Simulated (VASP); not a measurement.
Set up this calculation in VASP 6.6.1, as the native input.

| Item | Value |
| --- | --- |
| Task | single point |
| Functional | PBEsol |
| Potentials or basis | VASP PAW PBE potentials, release 64 (Zn, O) |
| Cutoff | 520 eV |
| k mesh | 4 × 4 × 6 |
| Occupations | gaussian, width 0.01 eV |
| Spin | no spin polarisation |
| Dipole correction | no |
| Further INCAR settings | ALGO = Normal; EDIFF = 1e-06; NBANDS = 46 |

The structure of ZnO lies in POSCAR:

```
ZnO
1.0
    5.5175700000      0.0000000000      0.0000000000
    0.0000000000      5.5175700000      0.0000000000
    0.0000000000      0.0000000000      3.2587790000
Zn O
4 4
Direct
    0.1819730000      0.1819730000      0.5000000000
    0.8180270000      0.8180270000      0.5000000000
    0.6819730000      0.3180270000      0.0000000000
    0.3180270000      0.6819730000      0.0000000000
    0.8172470000      0.1827530000      0.5000000000
    0.1827530000      0.8172470000      0.5000000000
    0.6827530000      0.6827530000      0.0000000000
    0.3172470000      0.3172470000      0.0000000000
```

The input as run:

INCAR

```
PREC     = Accurate       # precision mode
ENCUT    = 520            # plane-wave cutoff, eV
EDIFF    = 1E-6           # SCF threshold, eV
ISMEAR   = 0              # smearing method
SIGMA    = 0.01           # smearing width, eV
LREAL    = False          # projectors in reciprocal space
LASPH    = True           # aspherical terms in the spheres
NELM     = 100            # most SCF steps
ALGO     = Normal         # electronic algorithm
ISIF     = 2              # what is computed and relaxed
LWAVE    = False          # write WAVECAR
LCHARG   = False          # write CHGCAR
GGA      = PS             # functional
NBANDS   = 46             # bands
```

KPOINTS

```
Automatic mesh
0
Gamma
  4 4 6
```

Potentials or basis: VASP PAW PBE potentials, release 64 (Zn, O).

Launch:

```sh
$ cat potpaw_PBE.64/Zn/POTCAR potpaw_PBE.64/O/POTCAR > POTCAR
$ mpirun -np 1 vasp_std > vasp.out
```

Results of the run:

The pressure is -0.1 GPa and the largest force is 0.022 eV/Å. The band gap on the k mesh is 0.70 eV, direct.

Caveat: the PAW data sets were made with another functional, which shifts forces and pressure a little.

Wall time 83 s on 1 thread of Intel(R) Xeon(R) Platinum 8375C CPU @ 2.90GHz (Ice Lake) (shared host), peak memory 0.24 GiB.
